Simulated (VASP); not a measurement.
# Al2Rh (P4_2/mnm) in VASP: single point with PBE

Aim: the single point of Al2Rh with PBE.

All numbers are computed with VASP 6.6.1; they aren't measurements. Logs are shortened: lines on timing, memory, paths and dates and some standing lists are left out, and cuts for length are marked.

### 1 The cell of the first run

The structure is tetragonal, space group P4_2/mnm (No. 136). Conventional cell: a = 6.271 Å, b = 6.271 Å, c = 2.890 Å, α = 90.00°, β = 90.00°, γ = 90.00°. Al (site symmetry m2m) has 3 Rh at 2.43 to 2.47 Å and 2 Al at 2.89 Å within 3.2 Å. Rh (site symmetry mmm) has 6 Al at 2.43 to 2.47 Å and 2 Rh at 2.89 Å within 3.2 Å.

The cell was generated, and may not be a known phase.

### 2 Single point, PBE, collinear spin, ferromagnetic start

The input, INCAR:

```
ALGO = Normal
EDIFF = 1E-6
ENCUT = 500
GGA = PE
GGA_COMPAT = F
ISIF = 2
ISMEAR = 0
ISPIN = 2
LASPH = T
LCHARG = F
LMAXMIX = 4
LORBIT = 11
LREAL = F
LWAVE = F
MAGMOM = 0 0 0 0 1 1
NBANDS = 34
NELM = 200
PREC = Accurate
SIGMA = 0.1
```

The input, KPOINTS:

```
k-points
0
Gamma
  4 4 6
```

The input, POSCAR:

```
Al2Rh
1.0
    6.2712143042      0.0000000000      0.0000000000
    0.0000000000      6.2712143042      0.0000000000
    0.0000000000      0.0000000000      2.8904271464
Al Rh
4 2
Direct
    0.2743939839      0.2743939839      0.0000000000
    0.2256060161      0.7743939839      0.5000000000
    0.7256060161      0.7256060161      0.0000000000
    0.7743939839      0.2256060161      0.5000000000
    0.0000000000      0.0000000000      0.0000000000
    0.5000000000      0.5000000000      0.5000000000
```

Potentials or basis: VASP PAW PBE potentials, release 64 (Al, Rh_pv).

Launch:

```
$ cat potpaw_PBE.64/Al/POTCAR potpaw_PBE.64/Rh_pv/POTCAR > POTCAR
$ mpirun -np 1 vasp_std > vasp.out
```

OUTCAR:

```text
EDIFF = 1E-6
   ENCUT = 500
   GGA = PE
   ISIF = 2
   ISMEAR = 0
   ISPIN = 2
   LASPH = T
   LORBIT = 11
   LREAL = F
   NELM = 200
   PREC = Accurate

 ion  position               nearest neighbor table
   1  0.274  0.274  0.000-   5 2.43   6 2.47   6 2.47
   2  0.226  0.774  0.500-   6 2.43   5 2.47   5 2.47
   3  0.726  0.726  0.000-   5 2.43   6 2.47   6 2.47
   4  0.774  0.226  0.500-   6 2.43   5 2.47   5 2.47
   5  0.000  0.000  0.000-   1 2.43   3 2.43   2 2.47   4 2.47   2 2.47   4 2.47
   6  0.500  0.500  0.500-   2 2.43   4 2.43   3 2.47   1 2.47   1 2.47   3 2.47

  LATTYP: Found a simple tetragonal cell.
 ALAT       =     6.2712143042
 C/A-ratio  =     0.4609039025

  Lattice vectors:

 A1 = (   6.2712143042,   0.0000000000,   0.0000000000)
 A2 = (   0.0000000000,   6.2712143042,   0.0000000000)
 A3 = (   0.0000000000,   0.0000000000,   2.8904271464)

Analysis of symmetry for initial positions (statically):
=====================================================================
 Subroutine PRICEL returns:
 Original cell was already a primitive cell.

 Routine SETGRP: Setting up the symmetry group for a
 simple tetragonal supercell.

 Subroutine GETGRP returns: Found 16 space group operations
 (whereof  8 operations were pure point group operations)
 out of a pool of 16 trial point group operations.

The static configuration has the point symmetry D_2h.
 The point group associated with its full space group is D_4h.

Analysis of symmetry for dynamics (positions and initial velocities):
=====================================================================
 Subroutine PRICEL returns:
 Original cell was already a primitive cell.

 Routine SETGRP: Setting up the symmetry group for a
 simple tetragonal supercell.

 Subroutine GETGRP returns: Found 16 space group operations
 (whereof  8 operations were pure point group operations)
 out of a pool of 16 trial point group operations.

The dynamic configuration has the point symmetry D_2h.
 The point group associated with its full space group is D_4h.

Analysis of structural, dynamic, and magnetic symmetry:
=====================================================================
 Subroutine PRICEL returns:
 Original cell was already a primitive cell.

 Routine SETGRP: Setting up the symmetry group for a
 simple tetragonal supercell.

 Subroutine GETGRP returns: Found 16 space group operations
 (whereof  8 operations were pure point group operations)
 out of a pool of 16 trial point group operations.

The overall configuration has the point symmetry D_2h.
 The point group associated with its full space group is D_4h.

 Subroutine INISYM returns: Found 16 space group operations
 (whereof  8 operations are pure point group operations),
 and found     1 'primitive' translations

----------------------------------------------------------------------------------------

                                     Primitive cell

  volume of cell :     113.6751

  direct lattice vectors                    reciprocal lattice vectors
     6.271214304  0.000000000  0.000000000     0.159458751  0.000000000  0.000000000
     0.000000000  6.271214304  0.000000000     0.000000000  0.159458751  0.000000000
     0.000000000  0.000000000  2.890427146     0.000000000  0.000000000  0.345969626

  length of vectors
     6.271214304  6.271214304  2.890427146     0.159458751  0.159458751  0.345969626

  position of ions in fractional coordinates (direct lattice)
     0.274393984  0.274393984  0.000000000
     0.225606016  0.774393984  0.500000000
     0.725606016  0.725606016  0.000000000
     0.774393984  0.225606016  0.500000000
     0.000000000  0.000000000  0.000000000
     0.500000000  0.500000000  0.500000000

  ion indices of the primitive-cell ions
   primitive index   ion index
                 1           1
                 2           2
                 3           3
                 4           4
                 5           5
[... 31 lines left out ...]
  0.250000  0.000000  0.000000      4.000000
  0.500000  0.000000  0.000000      2.000000
  0.250000  0.250000  0.000000      4.000000
  0.500000  0.250000  0.000000      4.000000
  0.500000  0.500000  0.000000      1.000000
[... 16 lines left out ...]
  0.500000  0.250000  0.500000      4.000000
  0.500000  0.500000  0.500000      1.000000
   k-points           NKPTS =     24   k-points in BZ     NKDIM =     24   number of bands    NBANDS=     34
   number of dos      NEDOS =    301   number of ions     NIONS =      6
   total plane-waves  NPLWV =  55296
   dimension x,y,z NGX =    48 NGY =   48 NGZ =   24
   dimension x,y,z NGXF=    96 NGYF=   96 NGZF=   48
   ions per type =               4   2
   NGX,Y,Z   is equivalent  to a cutoff of  12.72, 12.72, 13.80 a.u.
   NGXF,Y,Z  is equivalent  to a cutoff of  25.45, 25.45, 27.61 a.u.
 SYSTEM =  unknown system
   PREC   = accura    normal or accurate (medium, high low for compatibility)
   ISTART =      0    job   : 0-new  1-cont  2-samecut
   ICHARG =      2    charge: 1-file 2-atom 10-const
   ISPIN  =      2    spin polarized calculation?
   LNONCOLLINEAR =      F non collinear calculations
   LSORBIT =      F    spin-orbit coupling
   LASPH  =      T    aspherical Exc in radial PAW
   ENCUT  =  500.0 eV  36.75 Ry    6.06 a.u.  11.43 11.43  5.27*2*pi/ulx,y,z
   NELM   =    200;   NELMIN=  2; NELMDL= -5     # of ELM steps
   EDIFF  = 0.1E-05   stopping-criterion for ELM
   LREAL  =      F    real-space projection
   EDIFFG = 0.1E-04   stopping-criterion for IOM
   NSW    =      0    number of steps for IOM
   IBRION =     -1    ionic relax: 0-MD 1-quasi-New 2-CG
   NFREE  =      0    steps in history (QN), initial steepest desc. (CG)
   ISIF   =      2    stress and relaxation
   ISYM   =      2    0-nonsym 1-usesym 2-fastsym
   POTIM  = 0.5000    time-step for ionic-motion
   TEBEG  =    0.0;   TEEND  =   0.0 temperature during run
   PSTRESS=    0.0 pullay stress
   NELECT =      42.0000    total number of electrons
   NUPDOWN=      -1.0000    fix difference up-down
   EMIN   =  10.00;   EMAX   =-10.00  energy-range for DOS
   EFERMI =   0.00;   METHOD = LEGACY
   ISMEAR =     0;   SIGMA  =   0.10  broadening in eV -4-tet -1-fermi 0-gaus
   EFERMI_NEDOS =   21; number of points for ismear=-14 and -15
   IALGO  =     38    algorithm
   IMIX   =      4    mixing-type and parameters
     AMIX     =   0.40;   BMIX     =  1.00
     AMIX_MAG =   1.60;   BMIX_MAG =  1.00
  volume/ion in A,a.u.               =      18.95       127.85
  Fermi-wavevector in a.u.,A,eV,Ry     =   1.174725  2.219908 18.775747  1.379978
  Thomas-Fermi vector in A             =   2.311117
   LORBIT       =     11    0 simple, 1 ext, 2 COOP (PROOUT), +10 PAW based schemes
   GGA     = PE    functional components
   LHFCALC =     F    Hartree Fock is set to
   AEXX    =    0.0000 exact exchange contribution
   IVDW    =     0    specifies the selected vdW correction
   LEPSILON=     F    determine dielectric tensor
   LRPA    =     F    only Hartree local field effects (RPA)
 spin polarized calculation
 Gauss-broadening in eV      SIGMA  =   0.10
  energy-cutoff  :      500.00
  volume of cell :      113.68
 maximum number of plane-waves:      2919
 NGX is ok and might be reduce to    48
   NGX = 23   NGY = 23   NGZ = 11

 number of electron      42.0000000 magnetization      -0.0009696

 number of electron      42.0000000 magnetization       0.0001404

 Free energy of the ion-electron system (eV)
  ---------------------------------------------------
  ext. energy  EPLUGINS =         0.00000000
  ---------------------------------------------------
  free energy    TOTEN  =       -32.05958381 eV

  energy without entropy =      -32.03927526  energy(sigma->0) =      -32.04942954

 E-fermi :   6.7106     XC(G=0): -10.1776

 val. band max:        6.6018057056   @ k =   0.2500   0.2500   0.3333
 cond. band min:       6.7132738504   @ k =   0.5000   0.2500   0.1667
 fundamental gap:      0.1114681447
 Fermi energy:         6.7105675338

 spin component 1

 k-point     1 :       0.0000    0.0000    0.0000
  band No.  band energies     occupation
      1     -39.7420      1.00000
      2     -39.7420      1.00000
      3     -39.6336      1.00000
      4     -39.6336      1.00000
      5     -39.4322      1.00000
      6     -39.4321      1.00000
[... 853 lines left out ...]
     32      12.5760      0.00000
     33      13.8572      0.00000
 Fermi energy:         6.7105675338

 spin component 2

 k-point     1 :       0.0000    0.0000    0.0000
  band No.  band energies     occupation
      1     -39.7420      1.00000
      2     -39.7420      1.00000
      3     -39.6336      1.00000
      4     -39.6336      1.00000
      5     -39.4322      1.00000
      6     -39.4321      1.00000
[... 853 lines left out ...]
     32      12.5763      0.00000
     33      13.8503      0.00000
 [bands above 33 left out]

------------------------ aborting loop because EDIFF is reached ----------------------------------------

  FORCE on cell =-STRESS in cart. coord.  units (eV):
  Direction    XX          YY          ZZ          XY          YZ          ZX
  --------------------------------------------------------------------------------------
  -------------------------------------------------------------------------------------
  Total       -0.0744704     -0.0744704     -0.0479500      0.0000000      0.0000000      0.0000000
  in kB       -1.0496124     -1.0496124     -0.6758247      0.0000000      0.0000000      0.0000000
  external PRESSURE =      -0.9250165 kB  Pullay stress =       0.0000000 kB

 VOLUME and BASIS-vectors are now :
 -----------------------------------------------------------------------------
  energy-cutoff  :      500.00
  volume of cell :      113.68
      direct lattice vectors                 reciprocal lattice vectors
     6.271214304  0.000000000  0.000000000     0.159458751  0.000000000  0.000000000
     0.000000000  6.271214304  0.000000000     0.000000000  0.159458751  0.000000000
     0.000000000  0.000000000  2.890427146     0.000000000  0.000000000  0.345969626

 POSITION                                       TOTAL-FORCE (eV/Angst)
 -----------------------------------------------------------------------------------
      1.72078      1.72078      0.00000         0.003495      0.003495      0.000000
      1.41482      4.85639      1.44521        -0.003495      0.003495      0.000000
      4.55043      4.55043      0.00000        -0.003495     -0.003495     -0.000000
      4.85639      1.41482      1.44521         0.003495     -0.003495     -0.000000
      0.00000      0.00000      0.00000        -0.000000     -0.000000     -0.000000
      3.13561      3.13561      1.44521        -0.000000     -0.000000     -0.000000
 -----------------------------------------------------------------------------------
    total drift:                               -0.000000     -0.000000     -0.000000

  FREE ENERGIE OF THE ION-ELECTRON SYSTEM (eV)
  ---------------------------------------------------
  free  energy   TOTEN  =       -32.0595838138 eV

  energy  without entropy=      -32.0392752626  energy(sigma->0) =      -32.04942954

 total charge

# of ion       s       p       d       tot
------------------------------------------
    1        0.457   0.320   0.000   0.777
    2        0.457   0.320   0.000   0.777
    3        0.457   0.320   0.000   0.777
    4        0.457   0.320   0.000   0.777
    5        0.425   6.304   7.339  14.068
    6        0.425   6.304   7.339  14.068
--------------------------------------------------
tot          2.678  13.888  14.679  31.244

 magnetization (x)

# of ion       s       p       d       tot
------------------------------------------
    1       -0.000  -0.000   0.000  -0.000
    2       -0.000  -0.000   0.000  -0.000
    3       -0.000  -0.000   0.000  -0.000
    4       -0.000  -0.000   0.000  -0.000
    5       -0.000  -0.000  -0.000  -0.000
    6       -0.000  -0.000  -0.000  -0.000
--------------------------------------------------
tot         -0.000  -0.000  -0.000  -0.000
```

It took 4.1 min on 1 thread of Oxide Virtual Turin-like, shared host; peak memory 0.29 GiB.

What came out:

| Item | Value |
| --- | --- |
| Free energy | -32.0596 eV |
| Pressure | -0.1 GPa |
| Largest force | 0.005 eV/Å |
| Band gap on the k mesh | zero (filled and empty bands overlap) |
| Net moment | 0.00 μB per cell |
| Valence electrons inside the program's atomic spheres | Al 0.78; Rh 14.07 |

Forces on the atoms (eV/Å):
```
Al   0.003  0.003  0.000
Al  -0.003  0.003  0.000
Al  -0.003 -0.003  0.000
Al   0.003 -0.003  0.000
Rh   0.000  0.000  0.000
Rh   0.000  0.000  0.000
```

Levels at points of the mesh, in eV from the Fermi level:
Spin up:
```csv
k point,band 18,band 19,band 20,band 21,band 22,band 23
"(0.00, 0.00, 0.00)",-1.86,-1.35,-1.35,-1.25,-1.25,0.12
"(0.50, 0.00, 0.00)",-2.04,-1.85,-1.85,-1.25,-1.25,1.49
"(0.50, 0.50, 0.00)",-1.86,-1.25,-1.25,0.04,0.04,1.56
"(0.00, 0.00, 0.50)",-1.45,-0.41,-0.41,0.02,0.02,1.70
"(0.50, 0.00, 0.50)",-2.57,-0.61,-0.61,0.96,0.96,1.00
"(0.50, 0.50, 0.50)",-1.86,-0.86,-0.86,-0.73,-0.73,1.19
```
Spin down:
| k point | band 16 | band 17 | band 18 | band 19 | band 20 | band 21 | band 22 | band 23 | band 24 | band 25 |
| --- | --- | --- | --- | --- | --- | --- | --- | --- | --- | --- |
| (0.00, 0.00, 0.00) | -2.83 | -1.86 | -1.86 | -1.35 | -1.35 | -1.25 | -1.25 | 0.12 | 1.87 | 2.51 |
| (0.50, 0.00, 0.00) | -2.54 | -2.04 | -2.04 | -1.85 | -1.85 | -1.25 | -1.25 | 1.49 | 1.49 | 3.99 |
| (0.50, 0.50, 0.00) | -3.25 | -1.86 | -1.86 | -1.25 | -1.25 | 0.04 | 0.04 | 1.56 | 1.56 | 3.09 |
| (0.00, 0.00, 0.50) | -2.68 | -1.45 | -1.45 | -0.41 | -0.41 | 0.02 | 0.02 | 1.70 | 1.70 | 1.97 |
| (0.50, 0.00, 0.50) | -3.06 | -2.57 | -2.57 | -0.61 | -0.61 | 0.96 | 0.96 | 1.00 | 1.00 | 3.06 |
| (0.50, 0.50, 0.50) | -2.52 | -1.86 | -1.86 | -0.86 | -0.86 | -0.73 | -0.73 | 1.19 | 1.19 | 4.55 |

Caveat: the k points lie up to 0.36 Å⁻¹ apart, too coarse for converged energies and pressures of a metal.

The gap in the log of VASP goes by the Fermi energy; the results here count the filled bands.